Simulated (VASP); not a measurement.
A run of VASP 6.6.1 is set up as follows.

File INCAR:

```
PREC = Accurate
ENCUT = 520
EDIFF = 1E-7
ISMEAR = 0
SIGMA = 0.05
LREAL = False
LASPH = True
NELM = 60
ALGO = Normal
ISIF = 2
LWAVE = False
LCHARG = False
GGA = PE
NBANDS = 18
```

KPOINTS

```
regular mesh
0
Gamma
  8 8 8
```

The input POSCAR:

```
HfO2
1.0
    0.0000000000      2.5575000000      2.5575000000
    2.5575000000      0.0000000000      2.5575000000
    2.5575000000      2.5575000000      0.0000000000
Hf O
1 2
Direct
    0.0000000000      0.0000000000      0.0000000000
    0.0740469208      0.2500000000      0.2500000000
    0.7500000000      0.7500000000      0.7500000000
```

Potentials or basis: VASP PAW PBE potentials, release 64 (Hf_pv, O).

Launch:

```console
$ cat potpaw_PBE.64/Hf_pv/POTCAR potpaw_PBE.64/O/POTCAR > POTCAR
$ mpirun -np 1 vasp_std > vasp.out
```

Q: Predict the pressure.

A: 29.4 GPa.

Q: Estimate the largest force.

A: 11.466 eV/Å.

Forces in eV/Å, atoms in the order of the input:
```
Hf  -5.828 -3.073 -3.073
O    6.427  6.714  6.714
O   -0.599 -3.641 -3.641
```

Caveat: the cell differs from its parent crystal (atom 2 (O) moved by (-0.450, -0.450) A along y and z); forces of over 1 eV/Å act on the atoms, so gaps and moduli don't describe the material at rest.
